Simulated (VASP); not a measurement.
# Ca2AlO (R-3m) in VASP: notebook

The runs below take Ca2AlO through single point, relaxation of cell and atoms, with PBE.

Program: VASP 6.6.1. These are calculated values, not measurements. Logs are shortened: lines on timing, memory, paths and dates and some standing lists are left out, and cuts for length are marked.

## Step 1: The cell of the first run

Symmetry: R-3m, No. 166, trigonal system. The conventional cell has a = 3.496 Å, b = 3.496 Å, c = 18.870 Å, α = 90.00°, β = 90.00°, γ = 120.00°. Ca (site symmetry 3m) has 3 Al at 2.41 Å and 3 O at 2.73 Å and 9 Ca at 3.31 to 3.50 Å within 3.5 Å. Al (site symmetry -3m) has 6 Ca at 2.41 Å within 3.2 Å. O (site symmetry -3m) has 6 Ca at 2.73 Å and 6 O at 3.50 Å and 6 Al at 3.74 Å within 3.8 Å.

The cell was built from a structure type or drawn by symmetry, and may not be a known phase.

## Step 2: Single point, PBE

Input file INCAR:

```
  PREC = Accurate
  ENCUT = 520
  EDIFF = 1E-6
  ISMEAR = 0
  SIGMA = 0.1
  LREAL = False
  LASPH = True
  NELM = 80
  ALGO = Normal
  ISIF = 2
  LWAVE = False
  LCHARG = True
  GGA = PE
  LELF = True
  LVHAR = True
  NBANDS = 22
```

Input file KPOINTS:

```
Automatic mesh
0
Gamma
  6 6 6
```

Input file POSCAR:

```
Ca2AlO
1.0
    1.7479993100      1.0092078700      6.2900539000
   -1.7479993100      1.0092078700      6.2900539000
    0.0000000000     -2.0184157400      6.2900539000
Ca Al O
2 1 1
Direct
    0.2638869000      0.2638869000      0.2638869000
    0.7361131000      0.7361131000      0.7361131000
    0.0000000000      0.0000000000      0.0000000000
    0.5000000000      0.5000000000      0.5000000000
```

Potentials or basis: VASP PAW PBE potentials, release 64 (Ca_sv, Al, O).

The run is started by

```console
> cat potpaw_PBE.64/Ca_sv/POTCAR potpaw_PBE.64/Al/POTCAR potpaw_PBE.64/O/POTCAR > POTCAR
> mpirun -np 1 vasp_std > vasp.out
```

OUTCAR:

```text
PREC = Accurate
   ENCUT = 520
   EDIFF = 1E-6
   ISMEAR = 0
   LREAL = False
   LASPH = True
   NELM = 80
   ISIF = 2
   GGA = PE

 ion  position               nearest neighbor table
   1  0.264  0.264  0.264-   3 2.41   3 2.41   3 2.41
   2  0.736  0.736  0.736-   3 2.41   3 2.41   3 2.41
   3  0.000  0.000  0.000-   2 2.41   1 2.41   2 2.41   2 2.41   1 2.41   1 2.41
   4  0.500  0.500  0.500-

  LATTYP: Found a trigonal (rhomboedric) cell.
 ALAT       =     6.6059654993
 COS(alpha) =     0.8599639327

  Lattice vectors:

 A1 = (   1.7479993100,   1.0092078700,   6.2900539000)
 A2 = (  -1.7479993100,   1.0092078700,   6.2900539000)
 A3 = (   0.0000000000,  -2.0184157400,   6.2900539000)

Analysis of symmetry for initial positions (statically):
=====================================================================
 Subroutine PRICEL returns:
 Original cell was already a primitive cell.

 Routine SETGRP: Setting up the symmetry group for a
 trigonal (rhombohedral) supercell.

 Subroutine GETGRP returns: Found 12 space group operations
 (whereof 12 operations were pure point group operations)
 out of a pool of 12 trial point group operations.

The static configuration has the point symmetry D_3d.

Analysis of symmetry for dynamics (positions and initial velocities):
=====================================================================
 Subroutine PRICEL returns:
 Original cell was already a primitive cell.

 Routine SETGRP: Setting up the symmetry group for a
 trigonal (rhombohedral) supercell.

 Subroutine GETGRP returns: Found 12 space group operations
 (whereof 12 operations were pure point group operations)
 out of a pool of 12 trial point group operations.

The dynamic configuration has the point symmetry D_3d.

 Subroutine INISYM returns: Found 12 space group operations
 (whereof 12 operations are pure point group operations),
 and found     1 'primitive' translations

----------------------------------------------------------------------------------------

                                     Primitive cell

  volume of cell :      66.5775

  direct lattice vectors                    reciprocal lattice vectors
     1.747999310  1.009207870  6.290053900     0.286041303  0.165146024  0.052993717
    -1.747999310  1.009207870  6.290053900    -0.286041303  0.165146024  0.052993717
     0.000000000 -2.018415740  6.290053900     0.000000000 -0.330292047  0.052993717

  length of vectors
     6.605965499  6.605965499  6.605965498     0.334516322  0.334516322  0.334516323

  position of ions in fractional coordinates (direct lattice)
     0.263886900  0.263886900  0.263886900
     0.736113100  0.736113100  0.736113100
     0.000000000  0.000000000  0.000000000
     0.500000000  0.500000000  0.500000000

  ion indices of the primitive-cell ions
   primitive index   ion index
                 1           1
                 2           2
                 3           3
                 4           4

----------------------------------------------------------------------------------------

 KPOINTS: Automatic mesh

Automatic generation of k-mesh.
 Grid dimensions read from file:
 generate k-points for:    6    6    6

 Generating k-lattice:

  Cartesian coordinates                     Fractional coordinates (reciprocal lattice)
     0.047673550  0.027524337  0.008832286     0.166666667  0.000000000  0.000000000
    -0.047673550  0.027524337  0.008832286     0.000000000  0.166666667  0.000000000
     0.000000000 -0.055048675  0.008832286     0.000000000  0.000000000  0.166666667

  Length of vectors
     0.055752720  0.055752720  0.055752721

  Shift w.r.t. Gamma in fractional coordinates (k-lattice)
     0.000000000  0.000000000  0.000000000

 Subroutine IBZKPT returns following result:
 ===========================================

 Found     32 irreducible k-points:

 Following reciprocal coordinates:
            Coordinates               Weight
  0.000000  0.000000  0.000000      1.000000
  0.166667 -0.000000  0.000000      6.000000
  0.333333 -0.000000  0.000000      6.000000
  0.500000 -0.000000  0.000000      3.000000
  0.166667  0.166667  0.000000      6.000000
  0.333333  0.166667  0.000000     12.000000
[... 16 lines left out ...]
  0.500000  0.500000  0.166667      6.000000
 -0.333333  0.500000  0.166667     12.000000
 [... further k-points ...]
   k-points           NKPTS =     32   k-points in BZ     NKDIM =     32   number of bands    NBANDS=     22
   number of dos      NEDOS =    301   number of ions     NIONS =      4
   total plane-waves  NPLWV = 125000
   dimension x,y,z NGX =    50 NGY =   50 NGZ =   50
   dimension x,y,z NGXF=   100 NGYF=  100 NGZF=  100
   ions per type =               2   1   1
   NGX,Y,Z   is equivalent  to a cutoff of  12.58, 12.58, 12.58 a.u.
   NGXF,Y,Z  is equivalent  to a cutoff of  25.17, 25.17, 25.17 a.u.
 SYSTEM =  unknown system
   PREC   = accura    normal or accurate (medium, high low for compatibility)
   ISTART =      0    job   : 0-new  1-cont  2-samecut
   ICHARG =      2    charge: 1-file 2-atom 10-const
   ISPIN  =      1    spin polarized calculation?
   LNONCOLLINEAR =      F non collinear calculations
   LSORBIT =      F    spin-orbit coupling
   LASPH  =      T    aspherical Exc in radial PAW
   ENCUT  =  520.0 eV  38.22 Ry    6.18 a.u.  12.28 12.28 12.28*2*pi/ulx,y,z
   NELM   =     80;   NELMIN=  2; NELMDL= -5     # of ELM steps
   EDIFF  = 0.1E-05   stopping-criterion for ELM
   LREAL  =      F    real-space projection
   EDIFFG = 0.1E-04   stopping-criterion for IOM
   NSW    =      0    number of steps for IOM
   IBRION =     -1    ionic relax: 0-MD 1-quasi-New 2-CG
   NFREE  =      0    steps in history (QN), initial steepest desc. (CG)
   ISIF   =      2    stress and relaxation
   ISYM   =      2    0-nonsym 1-usesym 2-fastsym
   POTIM  = 0.5000    time-step for ionic-motion
   TEBEG  =    0.0;   TEEND  =   0.0 temperature during run
   PSTRESS=    0.0 pullay stress
   NELECT =      29.0000    total number of electrons
   NUPDOWN=      -1.0000    fix difference up-down
   EMIN   =  10.00;   EMAX   =-10.00  energy-range for DOS
   EFERMI =   0.00;   METHOD = LEGACY
   ISMEAR =     0;   SIGMA  =   0.10  broadening in eV -4-tet -1-fermi 0-gaus
   EFERMI_NEDOS =   21; number of points for ismear=-14 and -15
   IALGO  =     38    algorithm
   IMIX   =      4    mixing-type and parameters
     AMIX     =   0.40;   BMIX     =  1.00
     AMIX_MAG =   1.60;   BMIX_MAG =  1.00
  volume/ion in A,a.u.               =      16.64       112.32
  Fermi-wavevector in a.u.,A,eV,Ry     =   1.240981  2.345113 20.953419  1.540033
  Thomas-Fermi vector in A             =   2.375398
   LORBIT       =      0    0 simple, 1 ext, 2 COOP (PROOUT), +10 PAW based schemes
   GGA     = PE    functional components
   LHFCALC =     F    Hartree Fock is set to
   AEXX    =    0.0000 exact exchange contribution
   IVDW    =     0    specifies the selected vdW correction
   LEPSILON=     F    determine dielectric tensor
   LRPA    =     F    only Hartree local field effects (RPA)
 non-spin polarized calculation
 Gauss-broadening in eV      SIGMA  =   0.10
  energy-cutoff  :      520.00
  volume of cell :       66.58
 maximum number of plane-waves:      1818
 NGX is ok and might be reduce to    50
   NGX = 25   NGY = 25   NGZ = 25

 number of electron      29.0000000 magnetization

 Free energy of the ion-electron system (eV)
  ---------------------------------------------------
  ext. energy  EPLUGINS =         0.00000000
  ---------------------------------------------------
  free energy    TOTEN  =        -9.36997719 eV

  energy without entropy =       -9.35354654  energy(sigma->0) =       -9.36176187

 E-fermi :   4.2974     XC(G=0): -10.1213

 val. band max:        4.2645380966   @ k =   0.5000   0.3333   0.1667
 cond. band min:       4.3144784717   @ k =   0.1667  -0.0000   0.0000
 fundamental gap:      0.0499403751
 Fermi energy:         4.2973813006

 k-point     1 :       0.0000    0.0000    0.0000
  band No.  band energies     occupation
      1     -35.2571      2.00000
      2     -35.1670      2.00000
      3     -16.6260      2.00000
      4     -16.3240      2.00000
      5     -16.3240      2.00000
      6     -16.2402      2.00000
[... 14 lines left out ...]
     21       8.6446      0.00000
     22       9.5004      0.00000

 k-point     2 :       0.1667   -0.0000    0.0000
  band No.  band energies     occupation
      1     -35.2385      2.00000
      2     -35.1600      2.00000
      3     -16.6001      2.00000
      4     -16.4422      2.00000
      5     -16.3575      2.00000
      6     -16.3357      2.00000
[... 14 lines left out ...]
     21       8.8527      0.00000
     22       9.5685      0.00000

 k-point     3 :       0.3333   -0.0000    0.0000
  band No.  band energies     occupation
      1     -35.1979      2.00000
      2     -35.1490      2.00000
      3     -16.7290      2.00000
      4     -16.6358      2.00000
      5     -16.4206      2.00000
      6     -16.3397      2.00000
[... 14 lines left out ...]
     21       9.6365      0.00000
     22       9.9334      0.00000

 k-point     4 :       0.5000   -0.0000    0.0000
  band No.  band energies     occupation
      1     -35.1727      2.00000
      2     -35.1484      2.00000
      3     -16.8401      2.00000
      4     -16.7309      2.00000
      5     -16.4508      2.00000
      6     -16.3159      2.00000
[... 14 lines left out ...]
     21      10.4742      0.00000
     22      10.5227      0.00000

 k-point     5 :       0.1667    0.1667    0.0000
  band No.  band energies     occupation
      1     -35.2383      2.00000
      2     -35.1601      2.00000
      3     -16.5968      2.00000
      4     -16.4475      2.00000
      5     -16.3590      2.00000
      6     -16.3305      2.00000
[... 417 lines left out ...]
 k-point    22 :      -0.1667    0.3333    0.1667
  band No.  band energies     occupation
      1     -35.1743      2.00000
      2     -35.1467      2.00000
      3     -16.7920      2.00000
      4     -16.6753      2.00000
      5     -16.5208      2.00000
      6     -16.3914      2.00000
[... 14 lines left out ...]
     21      10.3368      0.00000
     22      10.9439      0.00000

 k-point    23 :       0.5000    0.5000    0.1667
  band No.  band energies     occupation
      1     -35.1971      2.00000
      2     -35.1499      2.00000
      3     -16.7502      2.00000
      4     -16.6449      2.00000
      5     -16.4250      2.00000
      6     -16.2947      2.00000
[... 14 lines left out ...]
     21       9.7536      0.00000
     22      10.7557      0.00000

 k-point    24 :      -0.3333    0.5000    0.1667
  band No.  band energies     occupation
      1     -35.1736      2.00000
      2     -35.1474      2.00000
      3     -16.7980      2.00000
      4     -16.6872      2.00000
      5     -16.5178      2.00000
      6     -16.3898      2.00000
[... 14 lines left out ...]
     21      10.7167      0.00000
     22      11.0170      0.00000

 [... further k-points ...]

------------------------ aborting loop because EDIFF is reached ----------------------------------------

  FORCE on cell =-STRESS in cart. coord.  units (eV):
  Direction    XX          YY          ZZ          XY          YZ          ZX
  --------------------------------------------------------------------------------------
  -------------------------------------------------------------------------------------
  Total       16.4663960     16.4663959     11.7621643      0.0000000      0.0000000      0.0000000
  in kB      396.2612772    396.2612755    283.0546666      0.0000000      0.0000000      0.0000000
  external PRESSURE =     358.5257398 kB  Pullay stress =       0.0000000 kB

 VOLUME and BASIS-vectors are now :
 -----------------------------------------------------------------------------
  energy-cutoff  :      520.00
  volume of cell :       66.58
      direct lattice vectors                 reciprocal lattice vectors
     1.747999310  1.009207870  6.290053900     0.286041303  0.165146024  0.052993717
    -1.747999310  1.009207870  6.290053900    -0.286041303  0.165146024  0.052993717
     0.000000000 -2.018415740  6.290053900     0.000000000 -0.330292047  0.052993717

 POSITION                                       TOTAL-FORCE (eV/Angst)
 -----------------------------------------------------------------------------------
      0.00000      0.00000      4.97959         0.000000     -0.000000    -10.197591
      0.00000      0.00000     13.89057         0.000000      0.000000     10.197591
      0.00000      0.00000      0.00000         0.000000      0.000000     -0.000000
      0.00000      0.00000      9.43508         0.000000      0.000000     -0.000000
 -----------------------------------------------------------------------------------
    total drift:                                0.000000     -0.000000      0.000000

  FREE ENERGIE OF THE ION-ELECTRON SYSTEM (eV)
  ---------------------------------------------------
  free  energy   TOTEN  =        -9.3699771907 eV

  energy  without entropy=       -9.3535465412  energy(sigma->0) =       -9.36176187
```

Wall time 3.7 min (1 thread of Intel Xeon Platinum 8259CL at 2.50GHz (Skylake/Cascade Lake), shared host); peak memory 0.36 GiB.

Results:

| Quantity | Value |
| --- | --- |
| Free energy | -9.3700 eV |
| Pressure | 35.9 GPa |
| Largest force | 10.198 eV/Å |
| Band gap on the k mesh | zero (an odd number of electrons rules out a gap without spin polarisation) |

Forces on the atoms (eV/Å):
```
Ca    0.000   0.000 -10.198
Ca    0.000   0.000  10.198
Al    0.000   0.000   0.000
O     0.000   0.000   0.000
```

Caveat: the cell stands under pressure; an odd number of electrons without spin polarisation forces a metal; a magnetic or distorted state may lie lower.

(Part 1 of 3 ends here.)
